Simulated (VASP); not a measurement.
# Al5BP6 (Pmm2) in VASP: single point with PBE

Aim: the single point of Al5BP6 with PBE.

All numbers are computed with VASP 6.6.1; they aren't measurements. Logs are shortened: lines on timing, memory, paths and dates and some standing lists are left out, and cuts for length are marked.

## Step 1: The cell of the first run

Symmetry: Pmm2, No. 25, orthorhombic system. Conventional cell: a = 3.762 Å, b = 11.396 Å, c = 5.378 Å, α = 90.00°, β = 90.00°, γ = 90.00°. Within 3.1 Å of Al (site symmetry m) lie 4 P at 2.36 to 2.39 Å. Al (site symmetry m) has 4 P at 2.35 to 2.41 Å within 3.1 Å. Within 3.1 Å of Al (site symmetry mm2) lie 4 P at 2.34 to 2.35 Å. Within 2.7 Å of B (site symmetry mm2) lie 4 P at 2.01 to 2.18 Å. P (site symmetry m) has 1 B at 2.01 Å and 3 Al at 2.38 to 2.41 Å within 2.7 Å. P (site symmetry m) has 4 Al at 2.35 to 2.36 Å within 3.1 Å. P (site symmetry mm2) has 4 Al at 2.34 to 2.39 Å within 3.1 Å. Within 2.9 Å of P (site symmetry mm2) lie 2 B at 2.18 Å and 2 Al at 2.39 Å.

## Step 2: Single point, PBE

File INCAR:

```
ALGO = Normal ; EDIFF = 1E-6
ENCUT = 520 ; GGA = PE
ISIF = 2 ; ISMEAR = 0
LASPH = T ; LCHARG = F
LREAL = F ; LWAVE = F
NBANDS = 36 ; NELM = 80
PREC = Accurate ; SIGMA = 0.02
```

File KPOINTS:

```
k-points
0
Gamma
  8 4 6
```

File POSCAR:

```
Al5BP6
1.0
    3.7620735559      0.0000000000      0.0000000000
    0.0000000000     11.3958632657      0.0000000000
    0.0000000000      0.0000000000      5.3779954499
Al B P
5 1 6
Direct
    0.0000000000      0.3486871570      0.9951158325
    0.5000000000      0.1770722823      0.5028790947
    0.0000000000      0.0000000000      0.0059315945
    0.5000000000      0.8229277177      0.5028790947
    0.0000000000      0.6513128430      0.9951158325
    0.5000000000      0.5000000000      0.4829641495
    0.5000000000      0.3567305453      0.2657520846
    0.0000000000      0.1724696840      0.7647212645
    0.5000000000      0.0000000000      0.2655602884
    0.0000000000      0.8275303160      0.7647212645
    0.5000000000      0.6432694547      0.2657520846
    0.0000000000      0.5000000000      0.6886074150
```

Potentials or basis: VASP PAW PBE potentials, release 64 (Al, B, P).

On the command line:

```console
$ cat potpaw_PBE.64/Al/POTCAR potpaw_PBE.64/B/POTCAR potpaw_PBE.64/P/POTCAR > POTCAR
$ mpirun -np 1 vasp_std > vasp.out
```

OUTCAR:

```text
EDIFF = 1E-6
   ENCUT = 520
   GGA = PE
   ISIF = 2
   ISMEAR = 0
   LASPH = T
   LREAL = F
   NELM = 80
   PREC = Accurate

 ion  position               nearest neighbor table
   1  0.000  0.349  0.995-   8 2.36   7 2.38   7 2.38  12 2.39
   2  0.500  0.177  0.503-   8 2.35   8 2.35   9 2.39   7 2.41
   3  0.000  0.000  0.006-   9 2.34   9 2.34  10 2.35   8 2.35
   4  0.500  0.823  0.503-  10 2.35  10 2.35   9 2.39  11 2.41
   5  0.000  0.651  0.995-  10 2.36  11 2.38  11 2.38  12 2.39
   6  0.500  0.500  0.483-   7 2.01  11 2.01  12 2.18  12 2.18
   7  0.500  0.357  0.266-   6 2.01   1 2.38   1 2.38   2 2.41
   8  0.000  0.172  0.765-   2 2.35   2 2.35   3 2.35   1 2.36
   9  0.500  0.000  0.266-   3 2.34   3 2.34   4 2.39   2 2.39
  10  0.000  0.828  0.765-   4 2.35   4 2.35   3 2.35   5 2.36
  11  0.500  0.643  0.266-   6 2.01   5 2.38   5 2.38   4 2.41
  12  0.000  0.500  0.689-   6 2.18   6 2.18   1 2.39   5 2.39

  LATTYP: Found a simple orthorhombic cell.
 ALAT       =     3.7620735559
 B/A-ratio  =     1.4295295852
 C/A-ratio  =     3.0291441931

  Lattice vectors:

 A1 = (  -3.7620735559,   0.0000000000,   0.0000000000)
 A2 = (   0.0000000000,   0.0000000000,   5.3779954499)
 A3 = (   0.0000000000,  11.3958632657,   0.0000000000)

Analysis of symmetry for initial positions (statically):
=====================================================================
 Subroutine PRICEL returns:
 Original cell was already a primitive cell.

 Routine SETGRP: Setting up the symmetry group for a
 simple orthorhombic supercell.

 Subroutine GETGRP returns: Found  4 space group operations
 (whereof  4 operations were pure point group operations)
 out of a pool of  8 trial point group operations.

The static configuration has the point symmetry C_2v.

Analysis of symmetry for dynamics (positions and initial velocities):
=====================================================================
 Subroutine PRICEL returns:
 Original cell was already a primitive cell.

 Routine SETGRP: Setting up the symmetry group for a
 simple orthorhombic supercell.

 Subroutine GETGRP returns: Found  4 space group operations
 (whereof  4 operations were pure point group operations)
 out of a pool of  8 trial point group operations.

The dynamic configuration has the point symmetry C_2v.

 Subroutine INISYM returns: Found  4 space group operations
 (whereof  4 operations are pure point group operations),
 and found     1 'primitive' translations

----------------------------------------------------------------------------------------

                                     Primitive cell

  volume of cell :     230.5658

  direct lattice vectors                    reciprocal lattice vectors
     3.762073556  0.000000000  0.000000000     0.265810858  0.000000000  0.000000000
     0.000000000 11.395863266  0.000000000     0.000000000  0.087751141  0.000000000
     0.000000000  0.000000000  5.377995450     0.000000000  0.000000000  0.185942887

  length of vectors
     3.762073556 11.395863266  5.377995450     0.265810858  0.087751141  0.185942887

  position of ions in fractional coordinates (direct lattice)
     0.000000000  0.348687157  0.995115832
     0.500000000  0.177072282  0.502879095
     0.000000000  0.000000000  0.005931594
     0.500000000  0.822927718  0.502879095
     0.000000000  0.651312843  0.995115832
     0.500000000  0.500000000  0.482964149
     0.500000000  0.356730545  0.265752085
     0.000000000  0.172469684  0.764721264
     0.500000000  0.000000000  0.265560288
     0.000000000  0.827530316  0.764721264
     0.500000000  0.643269455  0.265752085
     0.000000000  0.500000000  0.688607415

  ion indices of the primitive-cell ions
   primitive index   ion index
                 1           1
                 2           2
                 3           3
                 4           4
                 5           5
                 6           6
                 7           7
                 8           8
                 9           9
                10          10
                11          11
                12          12

----------------------------------------------------------------------------------------

 KPOINTS: k-points

Automatic generation of k-mesh.
 Grid dimensions read from file:
 generate k-points for:    8    4    6

 Generating k-lattice:

  Cartesian coordinates                     Fractional coordinates (reciprocal lattice)
     0.033226357  0.000000000  0.000000000     0.125000000  0.000000000  0.000000000
     0.000000000  0.021937785  0.000000000     0.000000000  0.250000000  0.000000000
     0.000000000  0.000000000  0.030990481     0.000000000  0.000000000  0.166666667

  Length of vectors
     0.033226357  0.021937785  0.030990481

  Shift w.r.t. Gamma in fractional coordinates (k-lattice)
     0.000000000  0.000000000  0.000000000

 Subroutine IBZKPT returns following result:
 ===========================================

 Found     60 irreducible k-points:

 Following reciprocal coordinates:
            Coordinates               Weight
  0.000000  0.000000  0.000000      1.000000
  0.125000  0.000000  0.000000      2.000000
  0.250000  0.000000  0.000000      2.000000
  0.375000  0.000000  0.000000      2.000000
  0.500000  0.000000  0.000000      1.000000
  0.000000  0.250000  0.000000      2.000000
[... 16 lines left out ...]
  0.250000  0.250000  0.166667      8.000000
  0.375000  0.250000  0.166667      8.000000
 [... further k-points ...]
   k-points           NKPTS =     60   k-points in BZ     NKDIM =     60   number of bands    NBANDS=     36
   number of dos      NEDOS =    301   number of ions     NIONS =     12
   total plane-waves  NPLWV = 100800
   dimension x,y,z NGX =    28 NGY =   90 NGZ =   40
   dimension x,y,z NGXF=    56 NGYF=  180 NGZF=   80
   ions per type =               5   1   6
   NGX,Y,Z   is equivalent  to a cutoff of  12.37, 13.13, 12.36 a.u.
   NGXF,Y,Z  is equivalent  to a cutoff of  24.75, 26.26, 24.73 a.u.
 SYSTEM =  unknown system
   PREC   = accura    normal or accurate (medium, high low for compatibility)
   ISTART =      0    job   : 0-new  1-cont  2-samecut
   ICHARG =      2    charge: 1-file 2-atom 10-const
   ISPIN  =      1    spin polarized calculation?
   LNONCOLLINEAR =      F non collinear calculations
   LSORBIT =      F    spin-orbit coupling
   LASPH  =      T    aspherical Exc in radial PAW
   ENCUT  =  520.0 eV  38.22 Ry    6.18 a.u.   6.99 21.19 10.00*2*pi/ulx,y,z
   NELM   =     80;   NELMIN=  2; NELMDL= -5     # of ELM steps
   EDIFF  = 0.1E-05   stopping-criterion for ELM
   LREAL  =      F    real-space projection
   EDIFFG = 0.1E-04   stopping-criterion for IOM
   NSW    =      0    number of steps for IOM
   IBRION =     -1    ionic relax: 0-MD 1-quasi-New 2-CG
   NFREE  =      0    steps in history (QN), initial steepest desc. (CG)
   ISIF   =      2    stress and relaxation
   ISYM   =      2    0-nonsym 1-usesym 2-fastsym
   POTIM  = 0.5000    time-step for ionic-motion
   TEBEG  =    0.0;   TEEND  =   0.0 temperature during run
   PSTRESS=    0.0 pullay stress
   NELECT =      48.0000    total number of electrons
   NUPDOWN=      -1.0000    fix difference up-down
   EMIN   =  10.00;   EMAX   =-10.00  energy-range for DOS
   EFERMI =   0.00;   METHOD = LEGACY
   ISMEAR =     0;   SIGMA  =   0.02  broadening in eV -4-tet -1-fermi 0-gaus
   EFERMI_NEDOS =   21; number of points for ismear=-14 and -15
   IALGO  =     38    algorithm
   IMIX   =      4    mixing-type and parameters
     AMIX     =   0.40;   BMIX     =  1.00
     AMIX_MAG =   1.60;   BMIX_MAG =  1.00
  volume/ion in A,a.u.               =      19.21       129.66
  Fermi-wavevector in a.u.,A,eV,Ry     =   0.970265  1.833535 12.808711  0.941414
  Thomas-Fermi vector in A             =   2.100386
   LORBIT       =      0    0 simple, 1 ext, 2 COOP (PROOUT), +10 PAW based schemes
   GGA     = PE    functional components
   LHFCALC =     F    Hartree Fock is set to
   AEXX    =    0.0000 exact exchange contribution
   IVDW    =     0    specifies the selected vdW correction
   LEPSILON=     F    determine dielectric tensor
   LRPA    =     F    only Hartree local field effects (RPA)
 non-spin polarized calculation
 Gauss-broadening in eV      SIGMA  =   0.02
  energy-cutoff  :      520.00
  volume of cell :      230.57
 maximum number of plane-waves:      6256
 NGX is ok and might be reduce to    28
   NGX = 13   NGY = 43   NGZ = 19

 number of electron      47.9999993 magnetization

 Free energy of the ion-electron system (eV)
  ---------------------------------------------------
  ext. energy  EPLUGINS =         0.00000000
  ---------------------------------------------------
  free energy    TOTEN  =       -63.54513534 eV

  energy without entropy =      -63.54513534  energy(sigma->0) =      -63.54513534

 E-fermi :   5.0590     XC(G=0):  -9.3523

 val. band max:        4.9643933996   @ k =   0.0000   0.0000   0.0000
 cond. band min:       6.0900054668   @ k =   0.0000   0.0000   0.0000
 fundamental gap:      1.1256120672
 Fermi energy:         5.0589663134

 k-point     1 :       0.0000    0.0000    0.0000
  band No.  band energies     occupation
      1      -7.3916      2.00000
      2      -6.3902      2.00000
      3      -6.1169      2.00000
      4      -4.7738      2.00000
      5      -4.6619      2.00000
      6      -4.5413      2.00000
[... 28 lines left out ...]
     35       9.6682      0.00000
     36       9.9398      0.00000

 k-point     2 :       0.1250    0.0000    0.0000
  band No.  band energies     occupation
      1      -7.2701      2.00000
      2      -6.2715      2.00000
      3      -6.0026      2.00000
      4      -4.7086      2.00000
      5      -4.5993      2.00000
      6      -4.5349      2.00000
[... 850 lines left out ...]
 k-point    24 :       0.3750    0.2500    0.1667
  band No.  band energies     occupation
      1      -6.3079      2.00000
      2      -5.5107      2.00000
      3      -5.0305      2.00000
      4      -4.8687      2.00000
      5      -4.6106      2.00000
      6      -4.5305      2.00000
[... 28 lines left out ...]
     35       9.8288      0.00000
     36      10.1474      0.00000

 [... further k-points ...]

------------------------ aborting loop because EDIFF is reached ----------------------------------------

  FORCE on cell =-STRESS in cart. coord.  units (eV):
  Direction    XX          YY          ZZ          XY          YZ          ZX
  --------------------------------------------------------------------------------------
  -------------------------------------------------------------------------------------
  Total       -0.1294966     -0.1514383     -0.1491382      0.0000000      0.0000000      0.0000000
  in kB       -0.8998580     -1.0523283     -1.0363453      0.0000000      0.0000000      0.0000000
  external PRESSURE =      -0.9961772 kB  Pullay stress =       0.0000000 kB

 VOLUME and BASIS-vectors are now :
 -----------------------------------------------------------------------------
  energy-cutoff  :      520.00
  volume of cell :      230.57
      direct lattice vectors                 reciprocal lattice vectors
     3.762073556  0.000000000  0.000000000     0.265810858  0.000000000  0.000000000
     0.000000000 11.395863266  0.000000000     0.000000000  0.087751141  0.000000000
     0.000000000  0.000000000  5.377995450     0.000000000  0.000000000  0.185942887

 POSITION                                       TOTAL-FORCE (eV/Angst)
 -----------------------------------------------------------------------------------
      0.00000      3.97359      5.35173        -0.000000      0.000937     -0.000126
      1.88104      2.01789      2.70448        -0.000000     -0.001147      0.005438
      0.00000      0.00000      0.03190        -0.000000     -0.000000      0.005452
      1.88104      9.37797      2.70448        -0.000000      0.001147      0.005438
      0.00000      7.42227      5.35173        -0.000000     -0.000937     -0.000126
      1.88104      5.69793      2.59738        -0.000000     -0.000000     -0.009007
      1.88104      4.06525      1.42921         0.000000      0.000967      0.000997
      0.00000      1.96544      4.11267         0.000000      0.000070     -0.003793
      1.88104      0.00000      1.42818        -0.000000     -0.000000     -0.005944
      0.00000      9.43042      4.11267         0.000000     -0.000070     -0.003793
      1.88104      7.33061      1.42921        -0.000000     -0.000967      0.000997
      0.00000      5.69793      3.70333        -0.000000     -0.000000      0.004466
 -----------------------------------------------------------------------------------
    total drift:                               -0.000000      0.000000      0.000268

  FREE ENERGIE OF THE ION-ELECTRON SYSTEM (eV)
  ---------------------------------------------------
  free  energy   TOTEN  =       -63.5451353441 eV

  energy  without entropy=      -63.5451353441  energy(sigma->0) =      -63.54513534
```

It took 7.8 min on 1 thread of Intel Xeon Platinum 8259CL at 2.50GHz (Skylake/Cascade Lake), shared host; peak memory 0.56 GiB.

Results:

- Free energy: -63.5451 eV
- Pressure: -0.1 GPa
- Largest force: 0.009 eV/Å
- Band gap on the k mesh: 1.13 eV

Forces in eV/Å, atoms in the order of the input:
```
Al   0.000  0.001  0.000
Al   0.000 -0.001  0.005
Al   0.000  0.000  0.005
Al   0.000  0.001  0.005
Al   0.000 -0.001  0.000
B    0.000  0.000 -0.009
P    0.000  0.001  0.001
P    0.000  0.000 -0.004
P    0.000  0.000 -0.006
P    0.000  0.000 -0.004
P    0.000 -0.001  0.001
P    0.000  0.000  0.004
```

Levels at points of the mesh, in eV from the valence-band top:
| k point | band 20 | band 21 | band 22 | band 23 | band 24 | band 25 | band 26 | band 27 | band 28 | band 29 |
| --- | --- | --- | --- | --- | --- | --- | --- | --- | --- | --- |
| (0.00, 0.00, 0.00) | -0.43 | -0.30 | -0.19 | -0.19 | 0.00 | 1.13 | 1.60 | 2.55 | 2.88 | 3.22 |
| (0.50, 0.00, 0.00) | -2.36 | -2.34 | -2.28 | -1.34 | -0.89 | 1.90 | 1.97 | 1.97 | 2.15 | 2.76 |
| (0.00, 0.50, 0.00) | -0.82 | -0.81 | -0.60 | -0.07 | -0.07 | 1.26 | 2.08 | 3.01 | 3.04 | 3.28 |
| (0.50, 0.50, 0.00) | -2.31 | -2.09 | -1.92 | -1.83 | -1.47 | 1.22 | 1.45 | 2.03 | 2.18 | 3.47 |
| (0.00, 0.00, 0.50) | -1.12 | -0.97 | -0.92 | -0.85 | -0.77 | 1.64 | 2.34 | 3.04 | 3.16 | 3.27 |
| (0.50, 0.00, 0.50) | -2.26 | -1.24 | -1.08 | -1.02 | -0.80 | 2.18 | 2.62 | 3.38 | 3.74 | 3.78 |
| (0.00, 0.50, 0.50) | -1.07 | -1.07 | -0.96 | -0.83 | -0.70 | 1.66 | 2.74 | 2.85 | 3.21 | 3.33 |
| (0.50, 0.50, 0.50) | -1.78 | -1.41 | -1.38 | -1.37 | -1.33 | 2.90 | 3.17 | 3.18 | 3.55 | 3.81 |
